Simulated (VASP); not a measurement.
## TiSi16 (a cell with a defect): single point with PBE+D3(BJ)

The system is TiSi16 (a cell with a defect).

```
Si Ti
1.0
     0.00000    5.43000    5.43000
     5.43000    0.00000    5.43000
     5.43000    5.43000    0.00000
Si Ti
16 1
Direct
  0.99022 0.03274 0.00448
  0.17582 0.10355 0.14630
  0.97829 0.99228 0.52168
  0.11841 0.15303 0.60949
  0.98680 0.48133 0.02495
  0.10506 0.66016 0.10935
  0.99709 0.53442 0.48317
  0.10451 0.62355 0.66669
  0.56675 0.97616 0.97268
  0.64247 0.14061 0.09678
  0.50147 0.99702 0.45212
  0.64380 0.11962 0.58104
  0.47228 0.48337 0.02328
  0.61570 0.60156 0.15704
  0.47081 0.49495 0.53593
  0.60979 0.61793 0.64625
  0.39461 0.87410 0.85297
```

```json
{
  "Program": "VASP 6.6.1",
  "Task": "single point",
  "Functional": "PBE",
  "Dispersion": "D3(BJ)",
  "Potentials or basis": "VASP PAW PBE potentials, release 64 (Si, Ti_sv)",
  "Cutoff": "520 eV",
  "k mesh": "2 × 2 × 2",
  "Occupations": "fermi-dirac, width 0.05 eV",
  "Spin": "no spin polarisation",
  "Dipole correction": "no",
  "Further INCAR settings": "LREAL = Auto; ALGO = Normal; EDIFF = 1e-07; NBANDS = 52"
}
```

The pressure is 0.0 GPa, the largest force is 3.460 eV/Å and the band gap on the k mesh is zero (band 38 reaches 6.93 eV, above the bottom of band 39 at 6.59 eV). The dispersion energy per atom is -0.343 eV.

Forces in eV/Å, atoms in the order of the input:
```
Si  -0.874  1.241  1.771
Si   0.004 -0.693 -0.316
Si  -1.165  2.116  2.478
Si  -0.139 -0.230 -0.214
Si   0.341  1.067 -0.112
Si  -0.114  0.002 -1.052
Si   0.399  0.420 -0.756
Si  -0.896 -1.227 -0.023
Si   0.030 -0.556 -0.439
Si  -0.662 -0.228 -1.029
Si   0.974  0.616 -0.524
Si   1.791 -2.071 -1.669
Si   1.215 -0.199  0.926
Si   0.079 -0.422 -0.217
Si  -0.907  0.257  0.405
Si  -1.306  0.045  0.958
Ti   1.231 -0.137 -0.187
```

Stress tensor (GPa, compression positive):
```
 0.20 -2.44 -1.68
-2.44 -0.34 -0.44
-1.68 -0.44  0.10
```

Levels at points of the mesh, in eV from the Fermi level:
| k point | band 35 | band 36 | band 37 | band 38 | band 39 | band 40 | band 41 | band 42 |
| --- | --- | --- | --- | --- | --- | --- | --- | --- |
| (0.00, 0.00, 0.00) | -0.90 | -0.80 | -0.62 | -0.34 | -0.25 | -0.11 | 0.12 | 0.37 |
| (0.50, 0.00, 0.00) | -1.32 | -0.84 | -0.24 | -0.11 | 0.15 | 0.36 | 0.67 | 0.85 |
| (0.00, 0.50, 0.00) | -1.30 | -1.00 | -0.22 | -0.09 | 0.09 | 0.28 | 0.62 | 0.95 |
| (0.00, 0.00, 0.50) | -1.21 | -0.98 | -0.04 | 0.09 | 0.11 | 0.37 | 0.45 | 0.68 |
| (0.50, 0.50, 0.50) | -1.39 | -1.06 | -0.25 | -0.10 | 0.12 | 0.30 | 0.40 | 0.63 |
| (0.50, 0.50, 0.00) | -1.72 | -1.49 | -0.46 | -0.14 | 0.61 | 0.76 | 1.03 | 1.10 |
| (0.00, 0.50, 0.50) | -1.71 | -1.62 | -0.53 | -0.10 | 0.69 | 0.82 | 1.10 | 1.23 |
| (0.50, 0.00, 0.50) | -1.66 | -1.53 | -0.57 | 0.02 | 0.62 | 0.73 | 1.14 | 1.24 |

Wall time 3 min on 1 thread of Intel(R) Xeon(R) Platinum 8488C (Sapphire Rapids), with other jobs on the host, peak memory 0.5 GiB.

Caveat: the k points lie up to 0.50 Å⁻¹ apart.
